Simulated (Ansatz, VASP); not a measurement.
## Fe: VASP beside Ansatz

File INCAR:

```
PREC     = Accurate       # precision mode
ENCUT    = 520            # plane-wave cutoff, eV
EDIFF    = 1E-6           # SCF threshold, eV
ISMEAR   = 0              # smearing method
SIGMA    = 0.05           # smearing width, eV
LREAL    = False          # projectors in reciprocal space
LASPH    = True           # aspherical terms in the spheres
NELM     = 150            # most SCF steps
ALGO     = Normal         # electronic algorithm
ISIF     = 2              # what is computed and relaxed
LWAVE    = False          # write WAVECAR
LCHARG   = False          # write CHGCAR
ISPIN    = 2              # spin polarisation
MAGMOM   = 2.42           # initial moments
LORBIT   = 11             # projections on sites
LMAXMIX  = 4              # l up to which the mixer works
GGA      = PE             # functional
NBANDS   = 14             # bands
```

File KPOINTS:

```
regular mesh
0
Gamma
  20 20 20
```

POSCAR

```
Fe
1.0
   -1.4154963442      1.4154963442      1.4154963442
    1.4154963442     -1.4154963442      1.4154963442
    1.4154963442      1.4154963442     -1.4154963442
Fe
1
Direct
    0.0000000000      0.0000000000      0.0000000000
```

Input for Ansatz:

```yaml
crystal:
  lattice:
    - [-1.4154963201, 1.4154963201, 1.4154963201]
    - [1.4154963201, -1.4154963201, 1.4154963201]
    - [1.4154963201, 1.4154963201, -1.4154963201]
  atoms:
    - { symbol: Fe, position: [0.0, 0.0, 0.0], spin: 2.42 }
basis:
  ecutwfc: 420
  ecutrho_ratio: 4
kpoints:
  mp_grid: { grid: [20, 20, 20] }
hamiltonian:
  xc: pbe
scf:
  occupations: { method: gaussian, width: 0.05 }
output:
  forces: true
  stress: true
  eigenvalues: true
  populations: true
magnetization:
  spin_polarized: true
```

Alike in both runs: task single point; functional PBE; k mesh 20 × 20 × 20; occupations gaussian, width 0.05 eV; collinear spin.

|  | VASP | Ansatz |
| --- | --- | --- |
| version | VASP 6.6.1 | Ansatz 0.2.0 |
| potentials or method | VASP PAW PBE potentials, release 64 (Fe), cutoff 520 eV | scalar-relativistic, plane waves, PAW |
| valence electrons in the cell | 8 | 16 |

```tsv
	VASP	Ansatz	Ansatz less VASP
gap on the k mesh at the Fermi level (eV)	none	none	-
pressure (GPa)	0.4	0.0	-0.41
net moment per atom (μB)	2.20	2.16	-0.040
size of the moment on the site where the two differ most (μB)	2.20	2.21	+0.009
```

Site moments also hang on the region over which each program counts them. A gap of «none» marks a metal or a gap that the smearing closes. VASP's potentials hold 8 valence electrons a cell and Ansatz's 16, so a difference there can come from the potentials and not from the codes.
